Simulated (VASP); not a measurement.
# PbS (Fm-3m) in VASP: elastic constants with PBE

Aim: the elastic constants of PbS with PBE.

Program: VASP 6.6.1. These are calculated values, not measurements. Logs are shortened: lines on timing, memory, paths and dates and some standing lists are left out, and cuts for length are marked.

## (1) The cell of the first run

It takes space group Fm-3m (No. 225, cubic). Conventional cell: a = 6.009 Å, b = 6.009 Å, c = 6.009 Å, α = 90.00°, β = 90.00°, γ = 90.00°. Pb (site symmetry m-3m) has 6 S at 3.00 Å within 4.0 Å. Within 4.0 Å of S (site symmetry m-3m) lie 6 Pb at 3.00 Å.

## (2) Elastic constants, PBE

File INCAR:

```
SYSTEM = PbS
PREC = Accurate
ENCUT = 600
EDIFF = 1E-8
ISMEAR = 0
SIGMA = 0.01
LREAL = .False.
LASPH = .True.
NELM = 80
ALGO = Normal
ISIF = 3
LWAVE = .False.
LCHARG = .False.
GGA = PE
IBRION = 6
NFREE = 2
POTIM = 0.015
NSW = 1
```

File KPOINTS:

```
regular mesh
0
Gamma
  10 10 10
  0 0 0
```

File POSCAR:

```
PbS
1.0
    0.0000000000      3.0045094525      3.0045094525
    3.0045094525      0.0000000000      3.0045094525
    3.0045094525      3.0045094525      0.0000000000
Pb S
1 1
Direct
    0.0000000000      0.0000000000      0.0000000000
    0.5000000000      0.5000000000      0.5000000000
```

Potentials or basis: VASP PAW PBE potentials, release 64 (Pb_d, S).

Run with:

```console
cat potpaw_PBE.64/Pb_d/POTCAR potpaw_PBE.64/S/POTCAR > POTCAR
mpirun -np 1 vasp_std > vasp.out
```

OUTCAR:

```text
SYSTEM = PbS
   PREC = Accurate
   ENCUT = 600
   EDIFF = 1E-8
   ISMEAR = 0
   LREAL = .False.
   LASPH = .True.
   NELM = 80
   ISIF = 3
   GGA = PE
   IBRION = 6
   NFREE = 2
   POTIM = 0.015
   NSW = 1

 ion  position               nearest neighbor table
   1  0.000  0.000  0.000-   2 3.00   2 3.00   2 3.00   2 3.00   2 3.00   2 3.00
   2  0.500  0.500  0.500-   1 3.00   1 3.00   1 3.00   1 3.00   1 3.00   1 3.00

  LATTYP: Found a face centered cubic cell.
 ALAT       =     6.0090189050

  Lattice vectors:

 A1 = (   0.0000000000,   3.0045094525,   3.0045094525)
 A2 = (   3.0045094525,   0.0000000000,   3.0045094525)
 A3 = (   3.0045094525,   3.0045094525,   0.0000000000)

Analysis of symmetry for initial positions (statically):
=====================================================================
 Subroutine PRICEL returns:
 Original cell was already a primitive cell.

 Routine SETGRP: Setting up the symmetry group for a
 face centered cubic supercell.

 Subroutine GETGRP returns: Found 48 space group operations
 (whereof 48 operations were pure point group operations)
 out of a pool of 48 trial point group operations.

The static configuration has the point symmetry O_h .

Analysis of symmetry for dynamics (positions and initial velocities):
=====================================================================
 Subroutine PRICEL returns:
 Original cell was already a primitive cell.

 Routine SETGRP: Setting up the symmetry group for a
 face centered cubic supercell.

 Subroutine GETGRP returns: Found 48 space group operations
 (whereof 48 operations were pure point group operations)
 out of a pool of 48 trial point group operations.

The dynamic configuration has the point symmetry O_h .

 Subroutine INISYM returns: Found 48 space group operations
 (whereof 48 operations are pure point group operations),
 and found     1 'primitive' translations

----------------------------------------------------------------------------------------

                                     Primitive cell

  volume of cell :      54.2439

  direct lattice vectors                    reciprocal lattice vectors
     0.000000000  3.004509452  3.004509452    -0.166416518  0.166416518  0.166416518
     3.004509452  0.000000000  3.004509452     0.166416518 -0.166416518  0.166416518
     3.004509452  3.004509452  0.000000000     0.166416518  0.166416518 -0.166416518

  length of vectors
     4.249018016  4.249018016  4.249018016     0.288241864  0.288241864  0.288241864

  position of ions in fractional coordinates (direct lattice)
     0.000000000  0.000000000  0.000000000
     0.500000000  0.500000000  0.500000000

  ion indices of the primitive-cell ions
   primitive index   ion index
                 1           1
                 2           2

----------------------------------------------------------------------------------------

 KPOINTS: regular mesh

Automatic generation of k-mesh.
 Grid dimensions read from file:
 generate k-points for:   10   10   10

 Generating k-lattice:
[... 108 lines left out ...]
  ext. energy  EPLUGINS =         0.00000000
  ---------------------------------------------------
  free energy    TOTEN  =        -8.76970643 eV

  energy without entropy =       -8.76970643  energy(sigma->0) =       -8.76970643

------------------------ aborting loop because EDIFF is reached ----------------------------------------

  FORCE on cell =-STRESS in cart. coord.  units (eV):
  Direction    XX          YY          ZZ          XY          YZ          ZX
  --------------------------------------------------------------------------------------
  -------------------------------------------------------------------------------------
  Total       -0.0074497     -0.0074497     -0.0074497     -0.0000000      0.0000000      0.0000000
  in kB       -0.2200377     -0.2200377     -0.2200377     -0.0000000      0.0000000      0.0000000
  external PRESSURE =      -0.2200377 kB  Pullay stress =       0.0000000 kB
[... 89 lines left out ...]
  FREE ENERGIE OF THE ION-ELECTRON SYSTEM (eV)
  ---------------------------------------------------
  free  energy   TOTEN  =        -8.7647289301 eV

  energy  without entropy=       -8.7647289301  energy(sigma->0) =       -8.76472893

[... ionic steps 4 to 14 ...]

--------------------------------------- Ionic step       15  -------------------------------------------

 number of electron      19.9999999 magnetization

------------------------ aborting loop because EDIFF is reached ----------------------------------------
[... 67 lines left out ...]
--------------------------------------- Ionic step       17  -------------------------------------------

 number of electron      19.9999998 magnetization

 Free energy of the ion-electron system (eV)
  ---------------------------------------------------
  ext. energy  EPLUGINS =         0.00000000
  ---------------------------------------------------
  free energy    TOTEN  =        -8.76968683 eV

  energy without entropy =       -8.76968683  energy(sigma->0) =       -8.76968683

 E-fermi :   5.3965     XC(G=0):  -9.4999

 val. band max:        5.2796532650   @ k =   0.5000   0.0000   0.0000
 cond. band min:       5.7810448632   @ k =   0.5000   0.0000   0.0000
 fundamental gap:      0.5013915982
 Fermi energy:         5.3964920163

 k-point     1 :       0.0000    0.0000    0.0000
  band No.  band energies     occupation
      1     -11.4471      2.00000
      2     -11.4471      2.00000
      3     -11.4471      2.00000
      4     -11.4297      2.00000
      5     -11.4297      2.00000
      6      -7.9340      2.00000
      7      -0.7867      2.00000
      8       3.3370      2.00000
      9       3.3375      2.00000
     10       3.3375      2.00000
     11      10.4141      0.00000
     12      10.4141      0.00000
     13      10.4161      0.00000
     14      12.1474      0.00000
[... 377 lines left out ...]
      1     -11.5148      2.00000
      2     -11.4610      2.00000
      3     -11.4182      2.00000
      4     -11.4078      2.00000
      5     -11.4031      2.00000
      6      -6.7898      2.00000
      7      -2.1703      2.00000
      8       1.9576      2.00000
      9       2.4374      2.00000
     10       2.5937      2.00000
     11       9.0420      0.00000
     12       9.5874      0.00000
     13      10.1784      0.00000
     14      10.6831      0.00000

 [... further k-points ...]
[... 5 lines left out ...]
  --------------------------------------------------------------------------------------
  -------------------------------------------------------------------------------------
  Total       -0.0046883     -0.0072878     -0.0072878     -0.0000000      0.0000000      0.0000000
  in kB       -0.1384751     -0.2152560     -0.2152560     -0.0000000      0.0000000      0.0000000
  external PRESSURE =      -0.1896623 kB  Pullay stress =       0.0000000 kB
[... 17 lines left out ...]
  FREE ENERGIE OF THE ION-ELECTRON SYSTEM (eV)
  ---------------------------------------------------
  free  energy   TOTEN  =        -8.7696868298 eV

  energy  without entropy=       -8.7696868298  energy(sigma->0) =       -8.76968683

 INTERNAL STRAIN TENSORS FROM STRAINED CELLS
 ============================================

 INTERNAL STRAIN TENSOR FOR ION    1 for displacements in x,y,z  (eV/Angst):
          X           Y           Z          XY          YZ          ZX
  --------------------------------------------------------------------------------
  x     0.00000     0.00000    -0.00000    -0.00000     0.00000     0.00000
  y    -0.00000     0.00000     0.00000     0.00000     0.00000     0.00000
  z     0.00000    -0.00000    -0.00000     0.00000    -0.00000    -0.00000

 INTERNAL STRAIN TENSORS FROM DISPLACED ATOMS
 ============================================

 INTERNAL STRAIN TENSOR FOR ION    1 for displacements in x,y,z  (eV/Angst):
          X           Y           Z          XY          YZ          ZX
  --------------------------------------------------------------------------------
  x     0.00000     0.00000     0.00000     0.00000     0.00000     0.00000
  y     0.00000     0.00000     0.00000     0.00000     0.00000     0.00000
  z     0.00000     0.00000     0.00000     0.00000     0.00000     0.00000

 INTERNAL STRAIN TENSOR FOR ION    2 for displacements in x,y,z  (eV/Angst):
          X           Y           Z          XY          YZ          ZX
  --------------------------------------------------------------------------------
  x     0.00000     0.00000     0.00000     0.00000     0.00000     0.00000
  y     0.00000     0.00000     0.00000     0.00000     0.00000     0.00000
  z     0.00000     0.00000     0.00000     0.00000     0.00000     0.00000

 Eigenvectors and eigenvalues of the dynamical matrix
 ----------------------------------------------------

   1 f  =    1.241765 THz     7.802236 2PiTHz   41.420805 cm-1     5.135523 meV
             X         Y         Z           dx          dy          dz
      0.000000  0.000000  0.000000     0.000000    0.368119    0.000000
      3.004509  3.004509  3.004509     0.000000   -0.929779    0.000000
[... 21 lines left out ...]
   6 f/i=    0.002715 THz     0.017058 2PiTHz    0.090560 cm-1     0.011228 meV
             X         Y         Z           dx          dy          dz
      0.000000  0.000000  0.000000     0.000000    0.000000    0.929779
      3.004509  3.004509  3.004509     0.000000    0.000000    0.368119

--------------------------------------------------------------------------------------------------------

 ELASTIC MODULI CONTR FROM IONIC RELAXATION (kBar)
 Direction    XX          YY          ZZ          XY          YZ          ZX
 --------------------------------------------------------------------------------
 XX           0.0000      0.0000      0.0000      0.0000      0.0000      0.0000
 YY           0.0000      0.0000      0.0000      0.0000      0.0000      0.0000
 ZZ           0.0000      0.0000      0.0000      0.0000      0.0000      0.0000
 XY           0.0000      0.0000      0.0000      0.0000      0.0000      0.0000
 YZ           0.0000      0.0000      0.0000      0.0000      0.0000      0.0000
 ZX           0.0000      0.0000      0.0000      0.0000      0.0000      0.0000
 --------------------------------------------------------------------------------

 TOTAL ELASTIC MODULI (kBar)
 Direction    XX          YY          ZZ          XY          YZ          ZX
 --------------------------------------------------------------------------------
 XX        1256.7276    169.0225    169.0225      0.0000      0.0000     -0.0000
 YY         169.0225   1256.7276    169.0225      0.0000      0.0000      0.0000
 ZZ         169.0225    169.0225   1256.7276      0.0000      0.0000     -0.0000
 XY           0.0000      0.0000      0.0000    202.4338     -0.0000      0.0000
 YZ           0.0000      0.0000      0.0000     -0.0000    202.4338      0.0000
 ZX          -0.0000      0.0000     -0.0000      0.0000      0.0000    202.4338
 --------------------------------------------------------------------------------
```

Wall time 14 min (1 thread of Intel Xeon 6975P-C (Granite Rapids), shared host); peak memory 0.55 GiB.

Results:

- Elastic constants C11, C12, C44: 126, 17, 20 GPa
- Voigt bulk modulus: 53 GPa
- Highest phonon frequency at Γ, LO-TO splitting left out: 41 cm⁻¹

Phonon frequencies in cm⁻¹ (negative: imaginary):
```tsv
q point	frequencies
(0.000, 0.000, 0.000)	0 0 0 41 41 41
```

Elastic tensor in Voigt notation (GPa, in the Cartesian axes of the cell as first typed):
```
126  17  17   0   0   0
 17 126  17   0   0   0
 17  17 126   0   0   0
  0   0   0  20   0   0
  0   0   0   0  20   0
  0   0   0   0   0  20
```

Clamped-ion elastic tensor (GPa):
```
126  17  17   0   0   0
 17 126  17   0   0   0
 17  17 126   0   0   0
  0   0   0  20   0   0
  0   0   0   0  20   0
  0   0   0   0   0  20
```

Caveat: spin-orbit coupling is left out, which moves the levels of the heavy elements.
